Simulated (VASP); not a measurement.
# MnO (Fm-3m) in VASP: single point with LDA

Aim: the single point of MnO with LDA.

Program: VASP 6.6.1. These are calculated values, not measurements. Logs are shortened: lines on timing, memory, paths and dates and some standing lists are left out, and cuts for length are marked.

### 1 The cell of the first run

The structure is cubic, space group Fm-3m (No. 225). The conventional cell has a = 4.444 Å, b = 4.444 Å, c = 4.444 Å, α = 90.00°, β = 90.00°, γ = 90.00°. Mn (site symmetry m-3m) has 6 O at 2.22 Å within 2.9 Å. O (site symmetry m-3m) has 6 Mn at 2.22 Å within 2.9 Å.

### 2 Single point, LDA, collinear spin, antiferromagnetic start

INCAR reads:

```
ALGO     = Normal         # electronic algorithm
EDIFF    = 1E-7           # SCF threshold, eV
ENCUT    = 520            # plane-wave cutoff, eV
ISIF     = 2              # what is computed and relaxed
ISMEAR   = 0              # smearing method
ISPIN    = 2              # spin polarisation
LASPH    = True           # aspherical terms in the spheres
LCHARG   = False          # write CHGCAR
LMAXMIX  = 4              # l up to which the mixer works
LORBIT   = 11             # projections on sites
LREAL    = False          # projectors in reciprocal space
LWAVE    = False          # write WAVECAR
MAGMOM   = 5 -5 0 0       # initial moments
NBANDS   = 31             # bands
NELM     = 150            # most SCF steps
PREC     = Accurate       # precision mode
SIGMA    = 0.05           # smearing width, eV
```

KPOINTS reads:

```
k-points
0
Gamma
  14 14 7
```

POSCAR reads:

```
MnO
1.0
    0.0000000000      2.2220003343      2.2220003343
    2.2220003343      0.0000000000      2.2220003343
    4.4440006686      4.4440006686      0.0000000000
Mn O
2 2
Direct
    0.0000000000      0.0000000000      0.0000000000
    0.0000000000      0.0000000000      0.5000000000
    0.5000000000      0.5000000000      0.2500000000
    0.5000000000      0.5000000000      0.7500000000
```

Potentials or basis: VASP PAW LDA potentials, release 64 (Mn_pv, O).

Command:

```bash
> cat potpaw_LDA.64/Mn_pv/POTCAR potpaw_LDA.64/O/POTCAR > POTCAR
> mpirun -np 1 vasp_std > vasp.out
```

OUTCAR:

```text
EDIFF = 1E-7
   ENCUT = 520
   ISIF = 2
   ISMEAR = 0
   ISPIN = 2
   LASPH = True
   LORBIT = 11
   LREAL = False
   NELM = 150
   PREC = Accurate

 ion  position               nearest neighbor table
   1  0.000  0.000  0.000-   4 2.22   3 2.22   4 2.22   3 2.22   4 2.22   3 2.22   2 3.14   2 3.14
                             2 3.14   2 3.14   2 3.14   2 3.14
   2  0.000  0.000  0.500-   3 2.22   3 2.22   4 2.22   3 2.22   4 2.22   4 2.22   1 3.14   1 3.14
                             1 3.14   1 3.14   1 3.14   1 3.14
   3  0.500  0.500  0.250-   1 2.22   1 2.22   2 2.22   1 2.22   2 2.22   2 2.22
   4  0.500  0.500  0.750-   2 2.22   1 2.22   2 2.22   1 2.22   2 2.22   1 2.22

  LATTYP: Found a trigonal (rhomboedric) cell.
 ALAT       =     5.4427670273
 COS(alpha) =     0.8333333333

  Lattice vectors:

 A1 = (   4.4440006686,   2.2220003343,  -2.2220003343)
 A2 = (   2.2220003343,   2.2220003343,  -4.4440006686)
 A3 = (   2.2220003343,   4.4440006686,  -2.2220003343)

Analysis of symmetry for initial positions (statically):
=====================================================================
 Subroutine PRICEL returns following result:

  LATTYP: Found a face centered cubic cell.
 ALAT       =     4.4440006686
[... 12 lines left out ...]
 Subroutine GETGRP returns: Found 12 space group operations
 (whereof 12 operations were pure point group operations)
 out of a pool of 12 trial point group operations.

The static configuration has the point symmetry D_3d.

Analysis of symmetry for dynamics (positions and initial velocities):
=====================================================================
 Subroutine PRICEL returns following result:

  LATTYP: Found a face centered cubic cell.
 ALAT       =     4.4440006686
[... 12 lines left out ...]
 Subroutine GETGRP returns: Found 12 space group operations
 (whereof 12 operations were pure point group operations)
 out of a pool of 12 trial point group operations.

The dynamic configuration has the point symmetry D_3d.

Analysis of structural, dynamic, and magnetic symmetry:
=====================================================================
 Subroutine PRICEL returns following result:

  LATTYP: Found a face centered cubic cell.
 ALAT       =     4.4440006686
[... 12 lines left out ...]
 Subroutine GETGRP returns: Found 12 space group operations
 (whereof 12 operations were pure point group operations)
 out of a pool of 12 trial point group operations.

The overall configuration has the point symmetry D_3d.

 Subroutine INISYM returns: Found 12 space group operations
 (whereof 12 operations are pure point group operations),
 and found     2 'primitive' translations
[... 143 lines left out ...]
   LEPSILON=     F    determine dielectric tensor
   LRPA    =     F    only Hartree local field effects (RPA)
 spin polarized calculation
 Gauss-broadening in eV      SIGMA  =   0.05
  energy-cutoff  :      520.00
  volume of cell :       43.88
 maximum number of plane-waves:      1201
   NGX = 11   NGY = 11   NGZ = 23

 number of electron      37.9999983 magnetization      -0.0000000

 number of electron      37.9999983 magnetization       0.0000000

 Free energy of the ion-electron system (eV)
  ---------------------------------------------------
  ext. energy  EPLUGINS =         0.00000000
  ---------------------------------------------------
  free energy    TOTEN  =       -35.39839017 eV

  energy without entropy =      -35.39839017  energy(sigma->0) =      -35.39839017

 E-fermi :   6.9855     XC(G=0): -12.3812

 val. band max:        6.5761924244   @ k =   0.0000   0.0000   0.4286
 cond. band min:       7.3425893724   @ k =   0.0000   0.0000   0.0000
 fundamental gap:      0.7663969480
 Fermi energy:         6.9855495548

 spin component 1

 k-point     1 :       0.0000    0.0000    0.0000
  band No.  band energies     occupation
      1     -42.5351      1.00000
      2     -42.5060      1.00000
      3     -42.5060      1.00000
      4     -38.2956      1.00000
      5     -38.2860      1.00000
      6     -38.2860      1.00000
[... 805 lines left out ...]
     30      20.1979      0.00000
     31      20.6676      0.00000

 [... further k-points ...]

 spin component 2

 k-point     1 :       0.0000    0.0000    0.0000
  band No.  band energies     occupation
      1     -42.5351      1.00000
      2     -42.5060      1.00000
      3     -42.5060      1.00000
      4     -38.2956      1.00000
      5     -38.2860      1.00000
      6     -38.2860      1.00000
[... 805 lines left out ...]
     30      20.1979      0.00000
     31      20.6676      0.00000

 [... further k-points ...]

------------------------ aborting loop because EDIFF is reached ----------------------------------------

  FORCE on cell =-STRESS in cart. coord.  units (eV):
  Direction    XX          YY          ZZ          XY          YZ          ZX
  --------------------------------------------------------------------------------------
  -------------------------------------------------------------------------------------
  Total       -3.8964205     -3.8964205     -3.8964205     -0.4934402      0.4934402      0.4934402
  in kB     -142.2604088   -142.2604088   -142.2604088    -18.0157689     18.0157689     18.0157689
  external PRESSURE =    -142.2604088 kB  Pullay stress =       0.0000000 kB

 VOLUME and BASIS-vectors are now :
 -----------------------------------------------------------------------------
  energy-cutoff  :      520.00
  volume of cell :       43.88
      direct lattice vectors                 reciprocal lattice vectors
     0.000000000  2.222000334  2.222000334    -0.225022468  0.225022468  0.225022468
     2.222000334  0.000000000  2.222000334     0.225022468 -0.225022468  0.225022468
     4.444000669  4.444000669  0.000000000     0.112511234  0.112511234 -0.112511234

 POSITION                                       TOTAL-FORCE (eV/Angst)
 -----------------------------------------------------------------------------------
      0.00000      0.00000      0.00000        -0.000000     -0.000000      0.000000
      2.22200      2.22200      0.00000        -0.000000      0.000000      0.000000
      2.22200      2.22200      2.22200         0.000000      0.000000     -0.000000
      4.44400      4.44400      2.22200        -0.000000     -0.000000     -0.000000
 -----------------------------------------------------------------------------------
    total drift:                                0.000000     -0.000000     -0.000000

  FREE ENERGIE OF THE ION-ELECTRON SYSTEM (eV)
  ---------------------------------------------------
  free  energy   TOTEN  =       -35.3983901705 eV

  energy  without entropy=      -35.3983901705  energy(sigma->0) =      -35.39839017

 total charge

# of ion       s       p       d       tot
------------------------------------------
    1        0.206   6.178   4.994  11.378
    2        0.206   6.178   4.994  11.378
    3        1.551   3.384   0.000   4.935
    4        1.551   3.384   0.000   4.935
--------------------------------------------------
tot          3.513  19.125   9.989  32.626

 magnetization (x)

# of ion       s       p       d       tot
------------------------------------------
    1        0.009   0.010   4.224   4.243
    2       -0.009  -0.010  -4.224  -4.243
    3        0.000   0.000   0.000   0.000
    4        0.000   0.000   0.000   0.000
--------------------------------------------------
tot          0.000   0.000   0.000   0.000
```

OSZICAR:

```text
N       E                     dE             d eps       ncg     rms          rms(c)
DAV:   1     0.440406854207E+03    0.44041E+03   -0.20939E+04 18160   0.151E+03
DAV:   2    -0.590528509295E+01   -0.44631E+03   -0.41970E+03 18717   0.447E+02
DAV:   3    -0.395712599827E+02   -0.33666E+02   -0.33095E+02 19788   0.132E+02
DAV:   4    -0.400752897591E+02   -0.50403E+00   -0.50334E+00 19305   0.171E+01
DAV:   5    -0.400812281380E+02   -0.59384E-02   -0.59382E-02 20321   0.190E+00    0.198E+01
DAV:   6    -0.358925712684E+02    0.41887E+01   -0.17439E+01 21295   0.418E+01    0.170E+01
DAV:   7    -0.354542951660E+02    0.43828E+00   -0.32393E+00 20176   0.207E+01    0.106E+01
DAV:   8    -0.354292015891E+02    0.25094E-01   -0.45335E-01 20481   0.380E+00    0.634E+00
DAV:   9    -0.353979041982E+02    0.31297E-01   -0.40018E-02 20407   0.255E+00    0.153E+00
DAV:  10    -0.353984183559E+02   -0.51416E-03   -0.18466E-02 20173   0.160E+00    0.321E-01
DAV:  11    -0.353984006139E+02    0.17742E-04   -0.71511E-04 20320   0.212E-01    0.825E-02
DAV:  12    -0.353983684578E+02    0.32156E-04   -0.37677E-05 21069   0.713E-02    0.457E-02
DAV:  13    -0.353983896838E+02   -0.21226E-04   -0.18566E-05 19922   0.382E-02    0.255E-02
DAV:  14    -0.353983900335E+02   -0.34969E-06   -0.40767E-06 21485   0.295E-02    0.413E-03
DAV:  15    -0.353983901841E+02   -0.15062E-06   -0.87667E-07 18885   0.655E-03    0.153E-03
DAV:  16    -0.353983901705E+02    0.13584E-07   -0.35816E-08  9803   0.174E-03
   1 F= -.35398390E+02 E0= -.35398390E+02  d E =-.147212E-26  mag=     0.0000
```

It took 3.2 min on 1 thread of Intel Xeon Platinum 8488C (Sapphire Rapids), shared host; peak memory 0.35 GiB.

Results:

* Free energy: -35.3984 eV
* Pressure: -14.2 GPa
* Band gap on the k mesh: 0.77 eV
* Net moment: 0.00 μB per cell
* Site moments: Mn +4.24, -4.24; O +0.00 μB
* Valence electrons inside the program's atomic spheres: Mn 11.38; O 4.93

Caveat: the cell stands under tension; semilocal functionals underestimate gaps, and a narrow one can read as zero. A hybrid or GW would open this gap; LDA tends to underestimate it.
